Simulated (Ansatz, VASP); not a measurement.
Cs: VASP beside Ansatz

INCAR

```
SYSTEM = Cs
ALGO = Normal
EDIFF = 1E-7
ENCUT = 520
GGA = RE
ISIF = 2
ISMEAR = -1
LASPH = .True.
LCHARG = .False.
LREAL = .False.
LWAVE = .False.
NBANDS = 20
NELM = 100
PREC = Accurate
SIGMA = 0.1
```

File KPOINTS:

```
k-points
0
Gamma
  5 5 7
  0 0 0
```

POSCAR

```
Cs
1.0
    9.0825320438      0.0000000000      0.0000000000
   -4.5412660219      7.8657034806      0.0000000000
    0.0000000000      0.0000000000      5.4548371465
Cs
3
Direct
    0.0000000000      0.0000000000      0.0000000000
    0.3333333333      0.6666666667      0.5000000000
    0.6666666667      0.3333333333      0.5000000000
```

Input for Ansatz:

```yaml
crystal:
  lattice:
    - [9.0825320438, 0.0, 0.0]
    - [-4.5412660219, 7.8657034806, 0.0]
    - [0.0, 0.0, 5.4548371465]
  atoms:
    - { symbol: Cs, position: [0.0, 0.0, 0.0] }
    - { symbol: Cs, position: [0.3333333333, 0.6666666667, 0.5] }
    - { symbol: Cs, position: [0.6666666667, 0.3333333333, 0.5] }
hamiltonian:
  xc: revpbe
  pseudopotentials:
    kind: paw
    azcp:
      Cs: "pseudopotentials/Cs.paw.azcp"
basis:
  ecutwfc: 420
  fft_grid_basis: typed
kpoints:
  mp_grid: { grid: [5, 5, 7], shift: [0, 0, 0] }
magnetization:
  spin_polarized: false
scf:
  occupations: { method: fermi_dirac, width: 0.1 }
  lower_state_search: "off"
output:
  stress: true
  write_density: true
  write_potential: true
  elf: true
  volumetric_format: npy
```

Alike in both runs: task single point; functional revPBE; k mesh 5 × 5 × 7; occupations fermi-dirac, width 0.1 eV; no spin polarisation.

|  | VASP | Ansatz |
| --- | --- | --- |
| version | VASP 6.6.1 | Ansatz 0.2.0 |
| potentials or method | VASP PAW PBE potentials, release 64 (Cs_sv), cutoff 520 eV | plane waves (420 eV) with PAW, scalar-relativistic |
| valence electrons in the cell | 27 | 27 |

```csv
,VASP,Ansatz,Ansatz less VASP
pressure (GPa),0.0,0.0,+0.01
```

VASP's potentials were made for PBE, not for revPBE. The functional is the same, so the differences come from potentials, cutoffs and numerics.

Neither program's run includes spin-orbit coupling.
